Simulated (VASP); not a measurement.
Input of a VASP 6.6.1 run:

File INCAR:

```
PREC = Accurate
ENCUT = 520
EDIFF = 1E-6
ISMEAR = 0
SIGMA = 0.05
LREAL = F
LASPH = T
NELM = 100
ALGO = Normal
ISIF = 2
LWAVE = F
LCHARG = F
GGA = PS
NBANDS = 11
```

The input KPOINTS:

```
Automatic mesh
0
Gamma
  10 10 10
```

The input POSCAR:

```
BeS
1.0
    0.0000000000      2.3641636605      2.3264747692
    2.3264747692      0.0000000000      2.3264747692
    2.3264747692      2.3641636605      0.0000000000
Be S
1 1
Direct
    0.0000000000      0.0000000000      0.0000000000
    0.7500000000      0.7500000000      0.7500000000
```

Potentials or basis: VASP PAW PBE potentials, release 64 (Be, S).

Launch:

```bash
$ cat potpaw_PBE.64/Be/POTCAR potpaw_PBE.64/S/POTCAR > POTCAR
$ mpirun -np 1 vasp_std > vasp.out
```

Q: Estimate the pressure.

A: 12.0 GPa.

Q: Estimate the band gap on the k mesh.

A: 2.58 eV, indirect (least direct gap 5.50 eV).

Stress tensor (GPa, compression positive):
```
12.59  0.00  0.00
 0.00 10.94  0.00
 0.00  0.00 12.59
```

Caveat: the PAW data sets were made with another functional, which shifts forces and pressure a little. A k mesh can miss the band edges.
